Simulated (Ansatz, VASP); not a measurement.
**InP in VASP and in Ansatz**

File POSCAR:

```
InP
1.0
    0.0000000000      2.8651740058      2.8651740058
    2.8651740058      0.0000000000      2.8651740058
    2.8651740058      2.8651740058      0.0000000000
In P
1 1
Direct
    0.0000000000      0.0000000000      0.0000000000
    0.2500000000      0.2500000000      0.2500000000
```

The input INCAR.step1:

```
SYSTEM = InP
ALGO = Normal ; EDIFF = 1E-5
ENCUT = 520 ; GGA = PE
ISIF = 2 ; ISMEAR = 0
LASPH = .True. ; LCHARG = .False.
LREAL = .False. ; LWAVE = .True.
NBANDS = 16 ; NELM = 80
PREC = Accurate ; SIGMA = 0.01
```

File INCAR.step2:

```
SYSTEM = InP
ALGO = Normal ; EDIFF = 1E-6
ENCUT = 520 ; GGA = PE
HFSCREEN = 0.2079 ; ISIF = 2
ISMEAR = 0 ; ISTART = 1
LASPH = .True. ; LCHARG = .False.
LHFCALC = .True. ; LREAL = .False.
LWAVE = .False. ; NBANDS = 16
NELM = 80 ; PREC = Accurate
PRECFOCK = Normal ; SIGMA = 0.01
```

The input KPOINTS:

```
k-points
0
Gamma
  6 6 6
  0 0 0
```

Input for Ansatz:

```yaml
crystal:
  lattice:
    - [0.0, 2.8651740058, 2.8651740058]
    - [2.8651740058, 0.0, 2.8651740058]
    - [2.8651740058, 2.8651740058, 0.0]
  atoms:
    - { symbol: In, position: [0.0, 0.0, 0.0] }
    - { symbol: P, position: [0.25, 0.25, 0.25] }
kpoints:
  mp_grid: { grid: [6, 6, 6] }
  band_path:
    path:
      - [0.0, 0.0, 0.0]
      - [-0.5, -0.5, 0.0]
      - [-0.375, -0.375, 0.25]
      - [-0.375, 0.0, 0.375]
      - [0.0, 0.0, 0.5]
      - [-0.5, -0.25, 0.25]
    npoints: 1
hamiltonian:
  xc: hse06
scf:
  occupations: { method: fixed }
  n_extra_bands: 4
output:
  forces: true
  stress: true
  eigenvalues: true
```

Change from the starting cell: hydrostatic strain -3.0%.

Alike in both runs: task single point; functional HSE06; k mesh 6 × 6 × 6; no spin polarisation.

```csv
,VASP,Ansatz
version,VASP 6.6.1,Ansatz 0.2.0
potentials or method,"VASP PAW PBE potentials, release 64 (In_d, P)","plane waves, PAW"
plane-wave cutoff (eV),520,420
occupations,"gaussian, width 0.01 eV",fixed
valence electrons in the cell,18,18
```

Ansatz gave:

```
gap on the k mesh at the Fermi level (eV) : 1.91
pressure (GPa)                            : 7.5
```

Question: Estimate VASP's values.

Answer: gap on the k mesh at the Fermi level (eV): 1.91; pressure (GPa): 7.2.

Ansatz's warnings: stress exchange threshold loose, stress scf threshold loose.
